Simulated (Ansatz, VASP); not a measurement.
Sr in VASP and in Ansatz

```
Sr
1.0
    -4.31166    4.31166    3.60124
     4.31166   -4.31166    3.60124
     4.31166    4.31166   -3.60124
Sr
4
Cartesian
  5.8406 1.5289 0.0000
  -1.5289 2.7827 3.6012
  2.7827 1.5289 3.6012
  1.5289 2.7827 0.0000
```

Alike in both runs: task single point; functional PBE; k mesh 8 × 8 × 8; occupations gaussian, width 0.1 eV; no spin polarisation.

|  | VASP | Ansatz |
| --- | --- | --- |
| version | VASP 6.6.1 | Ansatz 0.2.0 |
| potentials or method | VASP PAW PBE potentials, release 64 (Sr_sv), cutoff 520 eV | scalar-relativistic, plane waves, PAW |
| valence electrons in the cell | 40 | 40 |

Ansatz gave:

| Quantity | Value |
| --- | --- |
| gap on the k mesh at the Fermi level (eV) | none |
| pressure (GPa) | -1.0 |
| traceless stress, the component that is largest in VASP (GPa) | 0.88 |
| rms of the force components (eV/Å) | 0.183 |

Question: What did VASP give for the same quantities?

Answer: gap on the k mesh at the Fermi level (eV): none; pressure (GPa): -1.0; traceless stress, the component that is largest in VASP (GPa): 0.88; rms of the force components (eV/Å): 0.184.

Atom by atom the forces differ by 0.000 eV/Å (rms over components). A gap of «none» marks a metal or a gap that the smearing closes. The functional is the same, so the differences come from potentials, cutoffs and numerics.
